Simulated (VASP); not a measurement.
# Ca (Cmcm) in VASP: a series of runs

Runs on Ca. Level: PBE. Tasks: single point.

Everything below comes from runs of VASP 6.6.1. Logs are shortened: lines on timing, memory, paths and dates and some standing lists are left out, and cuts for length are marked.

### 1 The cell of the first run

The structure is orthorhombic, space group Cmcm (No. 63). The conventional cell has a = 3.880 Å, b = 10.878 Å, c = 4.241 Å, α = 90.00°, β = 90.00°, γ = 90.00°. Within 4.7 Å of Ca (site symmetry m2m) lie 10 Ca at 3.59 to 4.24 Å.

### 2 Single point, PBE

Input file INCAR:

```
  PREC = Accurate
  ENCUT = 520
  EDIFF = 1E-6
  ISMEAR = 0
  SIGMA = 0.1
  LREAL = F
  LASPH = T
  NELM = 60
  ALGO = Fast
  ISIF = 2
  LWAVE = F
  LCHARG = F
  GGA = PE
  NBANDS = 17
```

Input file KPOINTS:

```
Automatic mesh
0
Gamma
  6 6 4
```

Input file POSCAR:

```
Ca
1.0
    1.9400745323     -5.4388986025      0.0000000000
    1.9400745323      5.4388986025      0.0000000000
    0.0000000000      0.0000000000      4.2414043223
Ca
2
Direct
    0.8670000000      0.1330000000      0.2500000000
    0.1330000000      0.8670000000      0.7500000000
```

Potentials or basis: VASP PAW PBE potentials, release 64 (Ca_sv).

Run with:

```console
$ cat potpaw_PBE.64/Ca_sv/POTCAR > POTCAR
$ mpirun -np 1 vasp_std > vasp.out
```

OUTCAR:

```text
PREC = Accurate
   ENCUT = 520
   EDIFF = 1E-6
   ISMEAR = 0
   LREAL = F
   LASPH = T
   NELM = 60
   ISIF = 2
   GGA = PE

 ion  position               nearest neighbor table
   1  0.867  0.133  0.250-
   2  0.133  0.867  0.750-

  LATTYP: Found a base centered orthorhombic cell.
 ALAT       =     3.8801490646
 B/A-ratio  =     2.8034482758
 C/A-ratio  =     1.0931034483

  Lattice vectors:

 A1 = (   1.9400745323,  -5.4388986025,   0.0000000000)
 A2 = (   1.9400745323,   5.4388986025,   0.0000000000)
 A3 = (   0.0000000000,   0.0000000000,   4.2414043223)

Analysis of symmetry for initial positions (statically):
=====================================================================
 Subroutine PRICEL returns:
 Original cell was already a primitive cell.

 Routine SETGRP: Setting up the symmetry group for a
 base centered orthorhombic supercell.

 Subroutine GETGRP returns: Found  8 space group operations
 (whereof  4 operations were pure point group operations)
 out of a pool of  8 trial point group operations.

The static configuration has the point symmetry C_2h.
 The point group associated with its full space group is D_2h.

Analysis of symmetry for dynamics (positions and initial velocities):
=====================================================================
 Subroutine PRICEL returns:
 Original cell was already a primitive cell.

 Routine SETGRP: Setting up the symmetry group for a
 base centered orthorhombic supercell.

 Subroutine GETGRP returns: Found  8 space group operations
 (whereof  4 operations were pure point group operations)
 out of a pool of  8 trial point group operations.

The dynamic configuration has the point symmetry C_2h.
 The point group associated with its full space group is D_2h.

 Subroutine INISYM returns: Found  8 space group operations
 (whereof  4 operations are pure point group operations),
 and found     1 'primitive' translations

----------------------------------------------------------------------------------------

                                     Primitive cell

  volume of cell :      89.5095

  direct lattice vectors                    reciprocal lattice vectors
     1.940074532 -5.438898603  0.000000000     0.257722057 -0.091930377  0.000000000
     1.940074532  5.438898603  0.000000000     0.257722057  0.091930377  0.000000000
     0.000000000  0.000000000  4.241404322     0.000000000  0.000000000  0.235770967

  length of vectors
     5.774556883  5.774556883  4.241404322     0.273627216  0.273627216  0.235770967

  position of ions in fractional coordinates (direct lattice)
     0.867000000  0.133000000  0.250000000
     0.133000000  0.867000000  0.750000000

  ion indices of the primitive-cell ions
   primitive index   ion index
                 1           1
                 2           2

----------------------------------------------------------------------------------------

 KPOINTS: Automatic mesh

Automatic generation of k-mesh.
 Grid dimensions read from file:
 generate k-points for:    6    6    4

 Generating k-lattice:

  Cartesian coordinates                     Fractional coordinates (reciprocal lattice)
     0.042953676 -0.015321730  0.000000000     0.166666667  0.000000000  0.000000000
     0.042953676  0.015321730  0.000000000     0.000000000  0.166666667  0.000000000
     0.000000000  0.000000000  0.058942742     0.000000000  0.000000000  0.250000000

  Length of vectors
     0.045604536  0.045604536  0.058942742

  Shift w.r.t. Gamma in fractional coordinates (k-lattice)
     0.000000000  0.000000000  0.000000000

 Subroutine IBZKPT returns following result:
 ===========================================

 Found     39 irreducible k-points:

 Following reciprocal coordinates:
            Coordinates               Weight
  0.000000  0.000000  0.000000      1.000000
  0.166667  0.000000  0.000000      4.000000
  0.333333  0.000000  0.000000      4.000000
  0.500000 -0.000000  0.000000      2.000000
  0.166667  0.166667  0.000000      2.000000
  0.333333  0.166667  0.000000      4.000000
[... 16 lines left out ...]
  0.333333  0.333333  0.250000      4.000000
  0.500000  0.333333  0.250000      8.000000
 [... further k-points ...]
   k-points           NKPTS =     39   k-points in BZ     NKDIM =     39   number of bands    NBANDS=     17
   number of dos      NEDOS =    301   number of ions     NIONS =      2
   total plane-waves  NPLWV =  73728
   dimension x,y,z NGX =    48 NGY =   48 NGZ =   32
   dimension x,y,z NGXF=    96 NGYF=   96 NGZF=   64
   ions per type =               2
   NGX,Y,Z   is equivalent  to a cutoff of  13.82, 13.82, 12.54 a.u.
   NGXF,Y,Z  is equivalent  to a cutoff of  27.64, 27.64, 25.09 a.u.
 SYSTEM =  unknown system
   PREC   = accura    normal or accurate (medium, high low for compatibility)
   ISTART =      0    job   : 0-new  1-cont  2-samecut
   ICHARG =      2    charge: 1-file 2-atom 10-const
   ISPIN  =      1    spin polarized calculation?
   LNONCOLLINEAR =      F non collinear calculations
   LSORBIT =      F    spin-orbit coupling
   LASPH  =      T    aspherical Exc in radial PAW
   ENCUT  =  520.0 eV  38.22 Ry    6.18 a.u.  10.74 10.74  7.89*2*pi/ulx,y,z
   NELM   =     60;   NELMIN=  2; NELMDL= -5     # of ELM steps
   EDIFF  = 0.1E-05   stopping-criterion for ELM
   LREAL  =      F    real-space projection
   EDIFFG = 0.1E-04   stopping-criterion for IOM
   NSW    =      0    number of steps for IOM
   IBRION =     -1    ionic relax: 0-MD 1-quasi-New 2-CG
   NFREE  =      0    steps in history (QN), initial steepest desc. (CG)
   ISIF   =      2    stress and relaxation
   ISYM   =      2    0-nonsym 1-usesym 2-fastsym
   POTIM  = 0.5000    time-step for ionic-motion
   TEBEG  =    0.0;   TEEND  =   0.0 temperature during run
   PSTRESS=    0.0 pullay stress
   NELECT =      20.0000    total number of electrons
   NUPDOWN=      -1.0000    fix difference up-down
   EMIN   =  10.00;   EMAX   =-10.00  energy-range for DOS
   EFERMI =   0.00;   METHOD = LEGACY
   ISMEAR =     0;   SIGMA  =   0.10  broadening in eV -4-tet -1-fermi 0-gaus
   EFERMI_NEDOS =   21; number of points for ismear=-14 and -15
   IALGO  =     68    algorithm
   IMIX   =      4    mixing-type and parameters
     AMIX     =   0.40;   BMIX     =  1.00
     AMIX_MAG =   1.60;   BMIX_MAG =  1.00
  volume/ion in A,a.u.               =      44.75       302.02
  Fermi-wavevector in a.u.,A,eV,Ry     =   0.993410  1.877272 13.427089  0.986863
  Thomas-Fermi vector in A             =   2.125290
   LORBIT       =      0    0 simple, 1 ext, 2 COOP (PROOUT), +10 PAW based schemes
   GGA     = PE    functional components
   LHFCALC =     F    Hartree Fock is set to
   AEXX    =    0.0000 exact exchange contribution
   IVDW    =     0    specifies the selected vdW correction
   LEPSILON=     F    determine dielectric tensor
   LRPA    =     F    only Hartree local field effects (RPA)
 non-spin polarized calculation
 RMM-DIIS sequential band-by-band and
 Gauss-broadening in eV      SIGMA  =   0.10
  energy-cutoff  :      520.00
  volume of cell :       89.51
 maximum number of plane-waves:      2428
 NGX is ok and might be reduce to    48
   NGX = 21   NGY = 21   NGZ = 15

 number of electron      19.9999999 magnetization

 Free energy of the ion-electron system (eV)
  ---------------------------------------------------
  ext. energy  EPLUGINS =         0.00000000
  ---------------------------------------------------
  free energy    TOTEN  =        -3.49842944 eV

  energy without entropy =       -3.48583952  energy(sigma->0) =       -3.49213448

 E-fermi :   1.6922     XC(G=0):  -7.5392

 val. band max:        1.6683925913   @ k =   0.3333   0.3333   0.0000
 cond. band min:       1.6968343576   @ k =   0.1667   0.0000   0.2500
 fundamental gap:      0.0284417662
 Fermi energy:         1.6922358671

 k-point     1 :       0.0000    0.0000    0.0000
  band No.  band energies     occupation
      1     -40.4934      2.00000
      2     -40.4683      2.00000
      3     -21.5691      2.00000
      4     -21.4788      2.00000
      5     -21.4409      2.00000
      6     -21.4256      2.00000
[... 9 lines left out ...]
     16       4.6709      0.00000
     17       5.1231      0.00000

 k-point     2 :       0.1667    0.0000    0.0000
  band No.  band energies     occupation
      1     -40.4910      2.00000
      2     -40.4682      2.00000
      3     -21.5622      2.00000
      4     -21.4729      2.00000
      5     -21.4636      2.00000
      6     -21.4432      2.00000
[... 9 lines left out ...]
     16       4.5690      0.00000
     17       4.8859      0.00000

 k-point     3 :       0.3333    0.0000    0.0000
  band No.  band energies     occupation
      1     -40.4858      2.00000
      2     -40.4685      2.00000
      3     -21.5508      2.00000
      4     -21.5069      2.00000
      5     -21.4720      2.00000
      6     -21.4597      2.00000
[... 9 lines left out ...]
     16       4.5322      0.00000
     17       4.6710      0.00000

 k-point     4 :       0.5000   -0.0000    0.0000
  band No.  band energies     occupation
      1     -40.4828      2.00000
      2     -40.4691      2.00000
      3     -21.5483      2.00000
      4     -21.5291      2.00000
      5     -21.4801      2.00000
      6     -21.4516      2.00000
[... 9 lines left out ...]
     16       4.2984      0.00000
     17       4.7224      0.00000
[... 343 lines left out ...]
      1     -40.4878      2.00000
      2     -40.4724      2.00000
      3     -21.5470      2.00000
      4     -21.4713      2.00000
      5     -21.4512      2.00000
      6     -21.4415      2.00000
[... 9 lines left out ...]
     16       4.4077      0.00000
     17       5.2778      0.00000

 k-point    23 :       0.3333    0.3333    0.2500
  band No.  band energies     occupation
      1     -40.4793      2.00000
      2     -40.4736      2.00000
      3     -21.5289      2.00000
      4     -21.5148      2.00000
      5     -21.5017      2.00000
      6     -21.4602      2.00000
[... 9 lines left out ...]
     16       4.5604      0.00000
     17       4.7537      0.00000

 k-point    24 :       0.5000    0.3333    0.2500
  band No.  band energies     occupation
      1     -40.4815      2.00000
      2     -40.4763      2.00000
      3     -21.5353      2.00000
      4     -21.5085      2.00000
      5     -21.4682      2.00000
      6     -21.4344      2.00000
[... 9 lines left out ...]
     16       4.3040      0.00000
     17       4.6408      0.00000

 [... further k-points ...]
[... 5 lines left out ...]
  --------------------------------------------------------------------------------------
  -------------------------------------------------------------------------------------
  Total       -0.9072721      0.9577159     -0.6302456      0.0000000      0.0000000      0.0000000
  in kB      -16.2397415     17.1426603    -11.2810976      0.0000000      0.0000000      0.0000000
  external PRESSURE =      -3.4593930 kB  Pullay stress =       0.0000000 kB

 VOLUME and BASIS-vectors are now :
 -----------------------------------------------------------------------------
  energy-cutoff  :      520.00
  volume of cell :       89.51
      direct lattice vectors                 reciprocal lattice vectors
     1.940074532 -5.438898603  0.000000000     0.257722057 -0.091930377  0.000000000
     1.940074532  5.438898603  0.000000000     0.257722057  0.091930377  0.000000000
     0.000000000  0.000000000  4.241404322     0.000000000  0.000000000  0.235770967

 POSITION                                       TOTAL-FORCE (eV/Angst)
 -----------------------------------------------------------------------------------
      1.94007     -3.99215      1.06035         0.000000      0.153440      0.000000
      1.94007      3.99215      3.18105         0.000000     -0.153440     -0.000000
 -----------------------------------------------------------------------------------
    total drift:                               -0.000000     -0.000000     -0.000000

  FREE ENERGIE OF THE ION-ELECTRON SYSTEM (eV)
  ---------------------------------------------------
  free  energy   TOTEN  =        -3.4984294422 eV

  energy  without entropy=       -3.4858395237  energy(sigma->0) =       -3.49213448
```

Run time: 86 s. Hardware: 1 thread of Intel Xeon Platinum 8488C (Sapphire Rapids), shared host; peak memory 0.26 GiB.

What came out:

| Property | Result |
| --- | --- |
| Free energy | -3.4984 eV |
| Pressure | -0.3 GPa |
| Largest force | 0.153 eV/Å |
| Band gap on the k mesh | zero (bands 10 and 11 overlap by 0.70 eV) |

Forces in eV/Å, atoms in the order of the input:
```
Ca   0.000  0.153  0.000
Ca   0.000 -0.153  0.000
```

Levels at points of the mesh, in eV from the Fermi level:
```csv
k point,band 7,band 8,band 9,band 10,band 11,band 12,band 13,band 14
"(0.00, 0.00, 0.00)",-23.09,-23.08,-3.87,-0.28,0.80,1.15,1.61,1.78
"(0.50, 0.00, 0.00)",-23.11,-23.10,-1.38,-0.81,-0.05,1.25,1.60,1.89
"(0.50, 0.50, 0.00)",-23.12,-23.10,-2.61,-2.35,0.67,1.67,1.89,2.21
"(0.00, 0.00, 0.50)",-23.12,-23.12,-1.71,-1.71,0.71,0.71,1.70,1.70
"(0.50, 0.00, 0.50)",-23.11,-23.11,-0.18,-0.18,0.55,0.55,1.08,1.08
"(0.50, 0.50, 0.50)",-23.09,-23.09,-1.02,-1.02,-0.30,-0.30,1.73,1.73
```

Caveat: the k points lie up to 0.37 Å⁻¹ apart, too coarse for converged energies and pressures of a metal.

### 3 Single point, PBE

This run uses another cell than the first one, of 43.14 Å³/atom.

Input file INCAR:

```
SYSTEM = Ca
ALGO = Fast
EDIFF = 1E-7
ENCUT = 520
GGA = PE
ISIF = 2
ISMEAR = 0
LASPH = .True.
LCHARG = .False.
LREAL = .False.
LWAVE = .False.
NBANDS = 17
NELM = 80
PREC = Accurate
SIGMA = 0.1
```

Input file KPOINTS:

```
k-points
0
Gamma
  16 16 14
  0 0 0
```

Input file POSCAR:

```
Ca
1.0
    1.8355994788     -6.1739690707      0.0000000000
    1.8355994788      6.1739690707      0.0000000000
    0.0000000000      0.0000000000      3.8062322533
Ca
2
Direct
    0.8667220575      0.1332779425      0.2500000000
    0.1332779425      0.8667220575      0.7500000000
```

Potentials or basis: VASP PAW PBE potentials, release 64 (Ca_sv).

Run with:

```console
$ cat potpaw_PBE.64/Ca_sv/POTCAR > POTCAR
$ mpirun -np 1 vasp_std > vasp.out
```

It took 22 min on 1 thread of Intel Xeon Platinum 8488C (Sapphire Rapids), shared host; peak memory 0.81 GiB.

The run converged. Its results:

| Item | Value |
| --- | --- |
| Free energy | -3.6158 eV |
| Pressure | 0.0 GPa |
| Band gap on the k mesh | zero (bands 10 and 11 overlap by 0.79 eV) |

Levels at points of the mesh, in eV from the Fermi level:
| k point | band 6 | band 7 | band 8 | band 9 | band 10 | band 11 | band 12 | band 13 | band 14 | band 15 |
| --- | --- | --- | --- | --- | --- | --- | --- | --- | --- | --- |
| (0.00, 0.00, 0.00) | -22.98 | -22.97 | -22.97 | -3.93 | -0.73 | 0.12 | 0.93 | 1.57 | 2.34 | 2.72 |
| (0.50, 0.00, 0.00) | -23.00 | -22.98 | -22.97 | -1.24 | -0.70 | -0.19 | 0.88 | 1.39 | 2.26 | 2.57 |
| (0.50, 0.50, 0.00) | -22.99 | -22.98 | -22.96 | -2.97 | -2.69 | 0.81 | 1.33 | 1.54 | 2.24 | 2.73 |
| (0.00, 0.00, 0.50) | -23.04 | -22.97 | -22.97 | -1.31 | -1.31 | 0.50 | 0.50 | 1.38 | 1.38 | 2.73 |
| (0.50, 0.00, 0.50) | -23.07 | -23.02 | -23.02 | -0.08 | -0.08 | 0.71 | 0.71 | 1.48 | 1.48 | 2.48 |
| (0.50, 0.50, 0.50) | -23.01 | -22.97 | -22.97 | -0.96 | -0.96 | -0.16 | -0.16 | 1.55 | 1.55 | 3.01 |

The gap in the log of VASP goes by the Fermi energy; the results here count the filled bands.